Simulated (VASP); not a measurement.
In3GaP4: single point with PBE

The system is In3GaP4.

```
CELL_PARAMETERS angstrom
5.46137 0.00000 0.00000
0.00000 5.46137 0.00000
0.00000 0.00000 5.46137
ATOMIC_POSITIONS crystal
In 0.00000 0.00000 0.50000
In 0.50000 0.00000 0.00000
In 0.00000 0.50000 0.00000
Ga 0.50000 0.50000 0.50000
P 0.50000 0.50000 0.00000
P 0.00000 0.50000 0.50000
P 0.50000 0.00000 0.50000
P 0.00000 0.00000 0.00000
```

```json
{
  "Program": "VASP 6.6.1",
  "Task": "single point",
  "Functional": "PBE",
  "Potentials or basis": "VASP PAW PBE potentials, release 64 (In_d, Ga_d, P)",
  "Cutoff": "520 eV",
  "k mesh": "8 × 8 × 8",
  "Occupations": "gaussian, width 0.1 eV",
  "Spin": "no spin polarisation",
  "Dipole correction": "no",
  "Further INCAR settings": "ALGO = Normal; EDIFF = 1e-06; NBANDS = 46"
}
```

| Quantity | Value |
| --- | --- |
| Pressure | 0.0 GPa |
| Band gap on the k mesh | zero (bands 36 and 37 overlap by 1.34 eV) |

Levels at points of the mesh, in eV from the Fermi level:
| k point | band 32 | band 33 | band 34 | band 35 | band 36 | band 37 | band 38 | band 39 | band 40 | band 41 |
| --- | --- | --- | --- | --- | --- | --- | --- | --- | --- | --- |
| (0.00, 0.00, 0.00) | -2.38 | -2.38 | -2.36 | -2.36 | -2.36 | -0.22 | -0.22 | -0.22 | 0.70 | 3.80 |
| (0.50, 0.00, 0.00) | -3.06 | -1.47 | -1.47 | -1.38 | -1.38 | 0.71 | 1.08 | 2.28 | 2.60 | 4.36 |
| (0.50, 0.50, 0.00) | -2.81 | -0.21 | -0.08 | -0.08 | -0.07 | 1.83 | 2.36 | 2.36 | 2.40 | 4.18 |
| (0.50, 0.50, 0.50) | 0.18 | 0.18 | 0.22 | 0.22 | 0.22 | 2.58 | 2.58 | 2.58 | 2.61 | 3.15 |

Run time: 2.6 min on 1 thread of Intel(R) Xeon(R) 6975P-C (Granite Rapids) (shared host), peak memory 0.38 GiB.

Caveat: spin-orbit coupling is left out, which moves the levels of the heavy elements.
